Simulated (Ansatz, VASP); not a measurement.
## SrCl2: VASP beside Ansatz

```
Sr Cl
1.0
     2.45672    1.41839    4.01532
    -2.45672    1.41839    4.01532
     0.00000   -2.83678    4.01532
Sr Cl
1 2
Direct
  0.00000 0.00000 0.00000
  0.24995 0.24995 0.24995
  0.75005 0.75005 0.75005
```

Alike in both runs: task single point; functional LDA; k mesh 4 × 4 × 4; no spin polarisation.

|  | VASP | Ansatz |
| --- | --- | --- |
| version | VASP 6.6.1 | Ansatz 0.2.0 |
| potentials or method | VASP PAW LDA potentials, release 64 (Sr_sv, Cl) | plane waves |
| plane-wave cutoff (eV) | 500 | 420 |
| occupations | gaussian, width 0.01 eV | fixed |
| valence electrons in the cell | 24 | 24 |

Ansatz gave:

- gap on the k mesh at the Fermi level (eV): 4.92
- pressure (GPa): -2.5

Which values does VASP return?

gap on the k mesh at the Fermi level (eV): 4.93; pressure (GPa): -2.4.

LDA's correlation is that of Perdew and Zunger in VASP and of Perdew and Wang (1992) in Ansatz.
